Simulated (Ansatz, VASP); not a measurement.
Pt in VASP and in Ansatz

POSCAR

```
Pt
1.0
    0.0000000000      1.9589238156      1.9589238156
    1.9589238156      0.0000000000      1.9589238156
    1.9589238156      1.9589238156      0.0000000000
Pt
1
Direct
    0.0000000000      0.0000000000      0.0000000000
```

INCAR.step1

```
SYSTEM = Pt
PREC = Accurate
ENCUT = 550
ISMEAR = 0
SIGMA = 0.1
LREAL = .FALSE.
LASPH = .TRUE.
NELM = 120
NBANDS = 11
GGA = PE
ALGO = Normal
EDIFF = 1E-5
LWAVE = .TRUE.
LCHARG = .FALSE.
GGA_COMPAT = .FALSE.
```

File INCAR.step2:

```
SYSTEM = Pt
PREC = Accurate
ENCUT = 550
EDIFF = 1E-6
ISMEAR = 0
SIGMA = 0.1
LREAL = .FALSE.
LASPH = .TRUE.
NELM = 120
ALGO = Normal
ISIF = 2
LWAVE = .FALSE.
LCHARG = .TRUE.
METAGGA = R2SCAN
LMIXTAU = .TRUE.
LELF = .TRUE.
LVHAR = .TRUE.
NBANDS = 11
ISTART = 1
GGA_COMPAT = .FALSE.
```

The input KPOINTS:

```
Automatic mesh
0
G
  18 18 18
  0 0 0
```

Input for Ansatz:

```yaml
crystal:
  lattice:
    - [0.0, 1.9589238156, 1.9589238156]
    - [1.9589238156, 0.0, 1.9589238156]
    - [1.9589238156, 1.9589238156, 0.0]
  atoms:
    - { symbol: Pt, position: [0.0, 0.0, 0.0] }
basis:
  ecutwfc: 500
kpoints:
  mp_grid: { grid: [18, 18, 18] }
hamiltonian:
  xc: r2scan
  pseudopotentials: { kind: paw, azcp: { folder: soft_1 } }
scf:
  occupations: { method: gaussian, width: 0.1 }
output:
  forces: true
  stress: true
  eigenvalues: true
```

Alike in both runs: task single point; functional r2SCAN; k mesh 18 × 18 × 18; occupations gaussian, width 0.1 eV; no spin polarisation.

```csv
,VASP,Ansatz
version,VASP 6.6.1,Ansatz 0.2.0
potentials or method,"VASP PAW PBE potentials, release 64 (Pt), cutoff 550 eV","scalar-relativistic, plane waves, PAW"
valence electrons in the cell,10,18
```

|  | VASP | Ansatz | Ansatz less VASP |
| --- | --- | --- | --- |
| gap on the k mesh at the Fermi level (eV) | none | none | - |
| pressure (GPa) | 5.7 | 4.8 | -0.87 |

VASP's potentials were made for PBE, not for r2SCAN. A gap of «none» marks a metal or a gap that the smearing closes. VASP's potentials hold 10 valence electrons a cell and Ansatz's 18, so a difference there can come from the potentials and not from the codes.

Neither program's run includes spin-orbit coupling.
